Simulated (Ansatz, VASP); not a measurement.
One calculation of Be, two programs

```
Be
1.0
     0.00000    1.42968    1.42968
     1.42968    0.00000    1.42968
     1.42968    1.42968    0.00000
Be
1
Direct
  0.00000 0.00000 0.00000
```

Change from the starting cell: volume scaled by 0.75, PAW files.

Alike in both runs: task single point; functional PBEsol; k mesh 23 × 23 × 23; occupations fermi-dirac, width 0.05 eV; no spin polarisation.

```csv
,VASP,Ansatz
version,VASP 6.6.1,Ansatz 0.2.0
potentials or method,"VASP PAW PBE potentials, release 64 (Be)","PAW with Ansatz's default frozen-core files, scalar-relativistic"
plane-wave cutoff (eV),520,420
valence electrons in the cell,2,2
```

Ansatz gave:

- pressure (GPa): 57.4

Which values does VASP return?

Pressure (GPa): 58.1.

VASP's potentials were made for PBE, not for PBEsol. Both programs put the cell under a high pressure, so it lies far from rest at this level.
